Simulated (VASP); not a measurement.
Runs of VASP 6.6.1 on HgTe. The structure is that of space group Fm-3m (No. 225), or close to it. The cells are those of the table. 

```tsv
task	level	potentials or basis	cell	k mesh	cutoff (eV)	gap on the mesh (eV)	pressure (GPa)
single point	PBEsol	VASP PAW PBE potentials, release 64 (Hg, Te)	a = 4.247 Å, angles 60.0°, 2 atoms	9 × 9 × 9	520	none	(b)
single point	r2SCAN	VASP PAW PBE potentials, release 64 (Hg, Te)	a = 4.251 Å, angles 60.0°, 2 atoms	10 × 10 × 10	520	none	2.5
single point	LDA	VASP PAW LDA potentials, release 64 (Hg, Te)	a = 4.204 Å, angles 60.0°, 2 atoms	9 × 9 × 9	520	none	(c)
single point	r2SCAN	VASP PAW PBE potentials, release 64 (Hg, Te)	a = 4.366 Å, angles 60.0°, 2 atoms	10 × 10 × 10	520	none	-1.8
single point	r2SCAN	VASP PAW PBE potentials, release 64 (Hg, Te)	a = 4.222 Å, angles 60.0°, 2 atoms	10 × 10 × 10	520	none	4.0
single point	PBE	VASP PAW PBE potentials, release 64 (Hg, Te)	a = 4.344 Å, angles 60.0°, 2 atoms	9 × 9 × 9	520	none	0.1
single point	r2SCAN	VASP PAW PBE potentials, release 64 (Hg, Te)	a = 4.394 Å, angles 60.0°, 2 atoms	10 × 10 × 10	520	none	-2.6
single point	r2SCAN	VASP PAW PBE potentials, release 64 (Hg, Te)	a = 4.310 Å, angles 60.0°, 2 atoms	10 × 10 × 10	520	none	0.1
single point	r2SCAN	VASP PAW PBE potentials, release 64 (Hg, Te)	a = 4.281 Å, angles 60.0°, 2 atoms	10 × 10 × 10	520	none	(a)
single point	r2SCAN	VASP PAW PBE potentials, release 64 (Hg, Te)	a = 4.338 Å, angles 60.0°, 2 atoms	10 × 10 × 10	520	none	-0.9
relaxation of cell and atoms	PBE	VASP PAW PBE potentials, release 64 (Hg, Te)	relaxed from a = 4.497 Å, angles 60.0°, 2 atoms	9 × 9 × 9	600	none	0.0
single point	r2SCAN	VASP PAW PBE potentials, release 64 (Hg, Te)	a = 4.310 Å, angles 60.0°, 2 atoms	9 × 9 × 9	520	none	0.1
```

Alike in all rows: no spin polarisation; smearing fermi-dirac 0.1 eV.

Q: Estimate the missing entries.

A: (a) 1.2; (b) 0.2; (c) 0.4.

Caveats: spin-orbit coupling is left out, which moves the levels of the heavy elements; the PAW data sets were made with another functional, which shifts forces and pressure a little (some runs).

A k mesh can miss the band edges, and the runs leave out spin-orbit coupling on Hg, Te.

A gap of «none» marks levels without a gap at the run's occupations.
